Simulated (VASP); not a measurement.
# CaSe: single point with LDA

Crystal: CaSe.

```
CELL_PARAMETERS angstrom
0.00000 3.20100 3.39900
3.20100 0.00000 3.39900
3.20100 3.20100 0.00000
ATOMIC_POSITIONS crystal
Ca 0.00000 0.00000 0.00000
Se 0.75000 0.75000 0.75000
```

This cell differs from its parent crystal: strain -0.030 along x and y, +0.030 along z.

```yaml
Program: VASP 6.6.1
Task: single point
Functional: LDA
Potentials_or_basis: VASP PAW LDA potentials, release 64 (Ca_sv, Se)
Cutoff: 520 eV
k_mesh: 6 × 6 × 6
Occupations: gaussian, width 0.05 eV
Spin: no spin polarisation
Dipole_correction: no
Further_INCAR_settings: ALGO = Normal; EDIFF = 1e-06; NBANDS = 15
```

* Pressure: -1.7 GPa
* Band gap on the k mesh: 2.87 eV, indirect (least direct gap 3.05 eV)

Stress tensor (GPa, compression positive):
```
-1.55  0.00  0.00
 0.00 -1.55  0.00
 0.00  0.00 -2.08
```

Levels at points of the mesh, in eV from the valence-band top:
| k point | band 4 | band 5 | band 6 | band 7 | band 8 | band 9 | band 10 | band 11 | band 12 | band 13 |
| --- | --- | --- | --- | --- | --- | --- | --- | --- | --- | --- |
| (0.00, 0.00, 0.00) | -19.95 | -10.48 | -0.26 | -0.18 | -0.18 | 2.87 | 5.00 | 5.31 | 7.03 | 7.33 |
| (0.50, 0.00, 0.00) | -19.96 | -10.21 | -1.38 | -0.21 | -0.03 | 4.83 | 5.19 | 5.30 | 5.59 | 6.19 |
| (0.50, 0.50, 0.00) | -19.98 | -10.13 | -1.49 | -0.02 | -0.02 | 3.20 | 4.73 | 5.88 | 5.88 | 5.93 |
| (0.50, 0.00, 0.50) | -19.96 | -10.11 | -1.37 | -0.20 | -0.18 | 3.29 | 4.71 | 5.89 | 5.94 | 5.97 |

Wall time 26 s on 1 thread of Intel(R) Xeon(R) 6975P-C (Granite Rapids) (shared host), peak memory 0.18 GiB.

Caveat: the cell differs from its parent crystal (strain -0.030 along x and y, +0.030 along z). A k mesh can miss the band edges.
